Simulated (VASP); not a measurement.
# Cu (I4/mmm) in VASP: further runs

Cu is run at these levels: PBEsol, RPBE, revPBE; tasks: relaxation of cell and atoms.

Program: VASP 6.6.1. These are calculated values, not measurements. Logs are shortened: lines on timing, memory, paths and dates and some standing lists are left out, and cuts for length are marked.

## (1) The cell of the first run

Symmetry: I4/mmm, No. 139, tetragonal system. The conventional cell has a = 2.886 Å, b = 2.886 Å, c = 2.752 Å, α = 90.00°, β = 90.00°, γ = 90.00°. Cu (site symmetry 4/mmm) has 14 Cu at 2.46 to 2.89 Å within 3.2 Å.

## (2) Relaxation of cell and atoms, PBEsol

Contents of INCAR:

```
PREC = Accurate
ENCUT = 600
EDIFF = 1E-7
ISMEAR = -1
SIGMA = 0.05
LREAL = False
LASPH = True
NELM = 80
ALGO = Fast
ISIF = 3
LWAVE = False
LCHARG = False
GGA = PS
IBRION = 2
NSW = 60
EDIFFG = -0.01
```

Contents of KPOINTS:

```
regular mesh
0
Gamma
  13 13 13
```

Contents of POSCAR:

```
Cu
1.0
   -1.4427933200      1.4427933200      1.3760814500
    1.4427933200     -1.4427933200      1.3760814500
    1.4427933200      1.4427933200     -1.3760814500
Cu
1
Direct
    0.0000000000      0.0000000000      0.0000000000
```

Potentials or basis: VASP PAW PBE potentials, release 64 (Cu).

Launch:

```console
$ cat potpaw_PBE.64/Cu/POTCAR > POTCAR
$ mpirun -np 1 vasp_std > vasp.out
```

OUTCAR:

```text
PREC = Accurate
   ENCUT = 600
   EDIFF = 1E-7
   ISMEAR = -1
   LREAL = False
   LASPH = True
   NELM = 80
   ISIF = 3
   GGA = PS
   IBRION = 2
   NSW = 60
   EDIFFG = -0.01

 ion  position               nearest neighbor table
   1  0.000  0.000  0.000-

  LATTYP: Found a body centered tetragonal cell.
 ALAT       =     2.8855866400
 C/A-ratio  =     0.9537620052

  Lattice vectors:

 A1 = (  -1.4427933200,   1.4427933200,   1.3760814500)
 A2 = (   1.4427933200,  -1.4427933200,   1.3760814500)
 A3 = (   1.4427933200,   1.4427933200,  -1.3760814500)

Analysis of symmetry for initial positions (statically):
=====================================================================
 Subroutine PRICEL returns:
 Original cell was already a primitive cell.

 Routine SETGRP: Setting up the symmetry group for a
 body centered tetragonal supercell.

 Subroutine GETGRP returns: Found 16 space group operations
 (whereof 16 operations were pure point group operations)
 out of a pool of 16 trial point group operations.

The static configuration has the point symmetry D_4h.

Analysis of symmetry for dynamics (positions and initial velocities):
=====================================================================
 Subroutine PRICEL returns:
 Original cell was already a primitive cell.

 Routine SETGRP: Setting up the symmetry group for a
 body centered tetragonal supercell.

 Subroutine GETGRP returns: Found 16 space group operations
 (whereof 16 operations were pure point group operations)
 out of a pool of 16 trial point group operations.

The dynamic configuration has the point symmetry D_4h.

 Subroutine INISYM returns: Found 16 space group operations
 (whereof 16 operations are pure point group operations),
 and found     1 'primitive' translations

----------------------------------------------------------------------------------------

                                     Primitive cell

  volume of cell :      11.4581

  direct lattice vectors                    reciprocal lattice vectors
    -1.442793320  1.442793320  1.376081450     0.000000000  0.346549983  0.363350585
     1.442793320 -1.442793320  1.376081450     0.346549983  0.000000000  0.363350585
     1.442793320  1.442793320 -1.376081450     0.346549983  0.346549983  0.000000000

  length of vectors
     2.461078074  2.461078074  2.461078074     0.502116060  0.502116060  0.490095685

  position of ions in fractional coordinates (direct lattice)
     0.000000000  0.000000000  0.000000000

  ion indices of the primitive-cell ions
   primitive index   ion index
                 1           1

----------------------------------------------------------------------------------------

 KPOINTS: regular mesh

Automatic generation of k-mesh.
 Grid dimensions read from file:
 generate k-points for:   13   13   13

 Generating k-lattice:

  Cartesian coordinates                     Fractional coordinates (reciprocal lattice)
     0.000000000  0.026657691  0.027950045     0.076923077 -0.000000000  0.000000000
     0.026657691  0.000000000  0.027950045    -0.000000000  0.076923077  0.000000000
     0.026657691  0.026657691  0.000000000     0.000000000  0.000000000  0.076923077

  Length of vectors
     0.038624312  0.038624312  0.037699668

  Shift w.r.t. Gamma in fractional coordinates (k-lattice)
     0.000000000  0.000000000  0.000000000

 Subroutine IBZKPT returns following result:
 ===========================================

 Found    196 irreducible k-points:

 Following reciprocal coordinates:
            Coordinates               Weight
  0.000000  0.000000  0.000000      1.000000
  0.076923  0.000000  0.000000      8.000000
  0.153846  0.000000  0.000000      8.000000
  0.230769 -0.000000  0.000000      8.000000
  0.307692  0.000000  0.000000      8.000000
  0.384615 -0.000000  0.000000      8.000000
[... 16 lines left out ...]
  0.384615  0.153846  0.000000     16.000000
  0.461538  0.153846  0.000000     16.000000
 [... further k-points ...]
   k-points           NKPTS =    196   k-points in BZ     NKDIM =    196   number of bands    NBANDS=      9
   number of dos      NEDOS =    301   number of ions     NIONS =      1
   total plane-waves  NPLWV =   8000
   dimension x,y,z NGX =    20 NGY =   20 NGZ =   20
   dimension x,y,z NGXF=    40 NGYF=   40 NGZF=   40
   ions per type =               1
   NGX,Y,Z   is equivalent  to a cutoff of  13.51, 13.51, 13.51 a.u.
   NGXF,Y,Z  is equivalent  to a cutoff of  27.02, 27.02, 27.02 a.u.
 SYSTEM =  unknown system
   PREC   = accura    normal or accurate (medium, high low for compatibility)
   ISTART =      0    job   : 0-new  1-cont  2-samecut
   ICHARG =      2    charge: 1-file 2-atom 10-const
   ISPIN  =      1    spin polarized calculation?
   LNONCOLLINEAR =      F non collinear calculations
   LSORBIT =      F    spin-orbit coupling
   LASPH  =      T    aspherical Exc in radial PAW
   ENCUT  =  600.0 eV  44.10 Ry    6.64 a.u.   4.92  4.92  4.92*2*pi/ulx,y,z
   NELM   =     80;   NELMIN=  2; NELMDL= -5     # of ELM steps
   EDIFF  = 0.1E-06   stopping-criterion for ELM
   LREAL  =      F    real-space projection
   EDIFFG = -.1E-01   stopping-criterion for IOM
   NSW    =     60    number of steps for IOM
   IBRION =      2    ionic relax: 0-MD 1-quasi-New 2-CG
   NFREE  =      1    steps in history (QN), initial steepest desc. (CG)
   ISIF   =      3    stress and relaxation
   ISYM   =      2    0-nonsym 1-usesym 2-fastsym
   POTIM  = 0.5000    time-step for ionic-motion
   TEBEG  =    0.0;   TEEND  =   0.0 temperature during run
   PSTRESS=    0.0 pullay stress
   NELECT =      11.0000    total number of electrons
   NUPDOWN=      -1.0000    fix difference up-down
   EMIN   =  10.00;   EMAX   =-10.00  energy-range for DOS
   EFERMI =   0.00;   METHOD = LEGACY
   ISMEAR =    -1;   SIGMA  =   0.05  broadening in eV -4-tet -1-fermi 0-gaus
   EFERMI_NEDOS =   21; number of points for ismear=-14 and -15
   IALGO  =     68    algorithm
   IMIX   =      4    mixing-type and parameters
     AMIX     =   0.40;   BMIX     =  1.00
     AMIX_MAG =   1.60;   BMIX_MAG =  1.00
  volume/ion in A,a.u.               =      11.46        77.32
  Fermi-wavevector in a.u.,A,eV,Ry     =   1.614984  3.051878 35.486359  2.608174
  Thomas-Fermi vector in A             =   2.709805
   LORBIT       =      0    0 simple, 1 ext, 2 COOP (PROOUT), +10 PAW based schemes
   GGA     = PS    functional components
   LHFCALC =     F    Hartree Fock is set to
   AEXX    =    0.0000 exact exchange contribution
   IVDW    =     0    specifies the selected vdW correction
   LEPSILON=     F    determine dielectric tensor
   LRPA    =     F    only Hartree local field effects (RPA)
 conjugate gradient relaxation of ions
 non-spin polarized calculation
 RMM-DIIS sequential band-by-band and
  energy-cutoff  :      600.00
  volume of cell :       11.46
 maximum number of plane-waves:       400
   NGX =  9   NGY =  9   NGZ =  9

--------------------------------------- Ionic step        1  -------------------------------------------

 number of electron      11.0000000 magnetization

 Free energy of the ion-electron system (eV)
  ---------------------------------------------------
  ext. energy  EPLUGINS =         0.00000000
  ---------------------------------------------------
  free energy    TOTEN  =        -4.27631063 eV

  energy without entropy =       -4.27370805  energy(sigma->0) =       -4.27500934

------------------------ aborting loop because EDIFF is reached ----------------------------------------

  FORCE on cell =-STRESS in cart. coord.  units (eV):
  Direction    XX          YY          ZZ          XY          YZ          ZX
  --------------------------------------------------------------------------------------
  -------------------------------------------------------------------------------------
  Total       -0.0135337     -0.0135337     -0.0201099      0.0000000      0.0000000      0.0000000
  in kB       -1.8924108     -1.8924108     -2.8119472      0.0000000      0.0000000      0.0000000
  external PRESSURE =      -2.1989230 kB  Pullay stress =       0.0000000 kB
[... 90 lines left out ...]
  energy  without entropy=       -4.2736710578  energy(sigma->0) =       -4.27495120

--------------------------------------- Ionic step        4  -------------------------------------------

 number of electron      11.0000001 magnetization

 Free energy of the ion-electron system (eV)
  ---------------------------------------------------
  ext. energy  EPLUGINS =         0.00000000
  ---------------------------------------------------
  free energy    TOTEN  =        -4.27639496 eV

  energy without entropy =       -4.27380997  energy(sigma->0) =       -4.27510247

 E-fermi :   7.7690     XC(G=0): -13.1078

 val. band max:        7.7457063835   @ k =  -0.3077   0.4615   0.0769
 cond. band min:       7.7846864385   @ k =  -0.2308   0.4615   0.0769
 fundamental gap:      0.0389800550
 Fermi energy:         7.7689802945

 k-point     1 :       0.0000    0.0000    0.0000
  band No.  band energies     occupation
      1      -1.8176      2.00000
      2       4.4956      2.00000
      3       4.6964      2.00000
      4       4.6964      2.00000
      5       5.5788      2.00000
      6       5.7910      2.00000
      7      32.7117      0.00000
      8      32.7117      0.00000
      9      33.9760      0.00000
[... 265 lines left out ...]
 k-point    24 :       0.4615    0.1538    0.0000
  band No.  band energies     occupation
      1       2.9550      2.00000
      2       3.8689      2.00000
      3       4.9890      2.00000
      4       5.6637      2.00000
      5       6.0054      2.00000
      6       8.7062      0.00000
      7      13.3774      0.00000
      8      20.0581      0.00000
      9      25.1962      0.00000

 [... further k-points ...]

------------------------ aborting loop because EDIFF is reached ----------------------------------------

  FORCE on cell =-STRESS in cart. coord.  units (eV):
  Direction    XX          YY          ZZ          XY          YZ          ZX
  --------------------------------------------------------------------------------------
  -------------------------------------------------------------------------------------
  Total        0.0012611      0.0012611     -0.0021278      0.0000000     -0.0000000     -0.0000000
  in kB        0.1769944      0.1769944     -0.2986350      0.0000000     -0.0000000     -0.0000000
  external PRESSURE =       0.0184512 kB  Pullay stress =       0.0000000 kB
[... 16 lines left out ...]
  FREE ENERGIE OF THE ION-ELECTRON SYSTEM (eV)
  ---------------------------------------------------
  free  energy   TOTEN  =        -4.2763949566 eV

  energy  without entropy=       -4.2738099749  energy(sigma->0) =       -4.27510247

 reached required accuracy - stopping structural energy minimisation
```

Run time: 44 s. Hardware: 1 thread of AMD EPYC 9R45 (Zen 5), shared host; peak memory 0.12 GiB.

Results:

- Free energy: -4.2764 eV
- Relaxed volume: 11.42 Å³/atom
- Relaxed cell: a = 2.458 Å, b = 2.458 Å, c = 2.458 Å, α = 108.20°, β = 108.20°, γ = 112.04°
- Space group after relaxing (to 0.05 Å): I4/mmm (No. 139)
- Energy gained by relaxing: 0.1 meV/atom
- Ionic steps: 4
- Pressure after relaxing: 0.0 GPa

Final structure:
```yaml
crystal:
  lattice:
    - [-1.44125, 1.44125, 1.37390]
    - [1.44125, -1.44125, 1.37390]
    - [1.44125, 1.44125, -1.37390]
  atoms:
    - { symbol: Cu, position: [0.00000, 0.00000, 0.00000] }
```

Caveat: the PAW data sets were made with another functional, which shifts forces and pressure a little.

## (3) Relaxation of cell and atoms, RPBE

Contents of INCAR:

```
PREC = Accurate
ENCUT = 600
EDIFF = 1E-6
ISMEAR = -1
SIGMA = 0.05
LREAL = F
LASPH = T
NELM = 100
ALGO = Normal
ISIF = 3
LWAVE = F
LCHARG = F
GGA = RP
IBRION = 2
NSW = 60
EDIFFG = -0.01
```

Contents of KPOINTS:

```
Automatic mesh
0
Gamma
  13 13 13
```

POSCAR is that of step 2.

Potentials or basis: VASP PAW PBE potentials, release 64 (Cu).

Launch:

```console
$ cat potpaw_PBE.64/Cu/POTCAR > POTCAR
$ mpirun -np 1 vasp_std > vasp.out
```

It took 62 s on 1 thread of AMD EPYC 9R45 (Zen 5), shared host; peak memory 0.12 GiB.

It converged, with:

```
Free energy                            : -3.2281 eV
Relaxed volume                         : 12.53 Å³/atom
Relaxed cell                           : a = 2.537 Å, b = 2.537 Å, c = 2.537 Å, α = 107.70°, β = 107.70°, γ = 113.07°
Space group after relaxing (to 0.05 Å) : I4/mmm (No. 139)
Energy gained by relaxing              : 40.2 meV/atom
Ionic steps                            : 9
Pressure after relaxing                : 0.1 GPa
```

Step by step:
```
step  energy change (eV)  largest force (eV/Å)  pressure (GPa)  volume (Å³)
   1              0.0000                0.0000           13.16        11.46
   2             -0.0311                0.0000           -4.71        13.09
   3             -0.0399                0.0000            0.07        12.52
   4             -0.0399                0.0000           -0.13        12.54
   5             -0.0399                0.0000           -0.16        12.54
   6             -0.0400                0.0000           -0.17        12.54
   7             -0.0402                0.0000           -0.23        12.55
   8             -0.0400                0.0000            0.65        12.46
   9             -0.0402                0.0000            0.08        12.53
```

Final structure:
```
Cu
1.0
    -1.49629    1.49629    1.39882
     1.49629   -1.49629    1.39882
     1.49629    1.49629   -1.39882
Cu
1
Direct
  0.00000 0.00000 0.00000
```

Levels at points of the mesh, in eV from the Fermi level:
```csv
k point,band 3,band 4,band 5,band 6,band 7,band 8,band 9
"(0.00, 0.00, 0.00)",-2.76,-2.76,-2.08,-1.82,23.69,23.69,25.54
```

Caveat: the PAW data sets were made with another functional, which shifts forces and pressure a little.

## (4) Relaxation of cell and atoms, revPBE

Contents of INCAR:

```
SYSTEM = Cu
ALGO = Normal ; EDIFF = 1E-6
EDIFFG = -0.01 ; ENCUT = 600
GGA = RE ; IBRION = 2
ISIF = 3 ; ISMEAR = -1
LASPH = .True. ; LCHARG = .False.
LREAL = .False. ; LWAVE = .False.
NELM = 60 ; NSW = 60
PREC = Accurate ; SIGMA = 0.05
```

Contents of KPOINTS:

```
k-points
0
Gamma
  13 13 13
  0 0 0
```

POSCAR is that of step 3.

Launch:

```console
$ cat potpaw_PBE.64/Cu/POTCAR > POTCAR
$ mpirun -np 1 vasp_std > vasp.out
```

It took 71 s on 1 thread of AMD EPYC 9R45 (Zen 5), shared host; peak memory 0.12 GiB.

Results (log left out):

```yaml
Free_energy: -3.3236 eV
Relaxed_volume: 12.40 Å³/atom
Relaxed_cell: a = 2.528 Å, b = 2.528 Å, c = 2.528 Å, α = 107.70°, β = 107.70°, γ = 113.08°
Space_group_after_relaxing_to_0.05_Å: I4/mmm (No. 139)
Energy_gained_by_relaxing: 31.8 meV/atom
Ionic_steps: 11
Pressure_after_relaxing: 0.0 GPa
```

The path:
```tsv
step	energy change (eV)	largest force (eV/Å)	pressure (GPa)	volume (Å³)
1	0.0000	0.0000	11.73	11.46
2	-0.0240	0.0000	-4.62	12.91
3	-0.0316	0.0000	0.06	12.39
4	-0.0315	0.0000	-0.13	12.41
5	-0.0316	0.0000	0.01	12.39
6	-0.0317	0.0000	0.47	12.35
7	-0.0317	0.0000	0.35	12.36
8	-0.0317	0.0000	0.32	12.37
9	-0.0318	0.0000	0.26	12.37
10	-0.0318	0.0000	0.13	12.39
11	-0.0318	0.0000	0.02	12.40
```

Final structure:
```
Cu
1.0
    -1.49138    1.49138    1.39399
     1.49138   -1.49138    1.39399
     1.49138    1.49138   -1.39399
Cu
1
Direct
  0.00000 0.00000 0.00000
```

Levels at points of the mesh, in eV from the Fermi level:
| k point | band 4 | band 5 | band 6 | band 7 | band 8 | band 9 |
| --- | --- | --- | --- | --- | --- | --- |
| (0.00, 0.00, 0.00) | -2.79 | -2.10 | -1.83 | 23.81 | 23.81 | 25.67 |

Caveat: the PAW data sets were made with another functional, which shifts forces and pressure a little.

## (5) Summary

| level | gap on the mesh (eV) | pressure (GPa) | relaxed volume (Å³/atom) |
| --- | --- | --- | --- |
| PBEsol | none | 0.0 | 11.42 |
| RPBE | none | 0.1 | 12.53 |
| revPBE | none | 0.0 | 12.40 |

Alike in all rows: task relaxation of cell and atoms; potentials or basis VASP PAW PBE potentials, release 64 (Cu); no spin polarisation; cell relaxed; k mesh 13 × 13 × 13; cutoff (eV) 600; smearing fermi-dirac 0.05 eV.

Caveats: the PAW data sets were made with another functional, which shifts forces and pressure a little.

Total energies depend on the potentials used, so only differences within one code and one set of settings carry meaning.
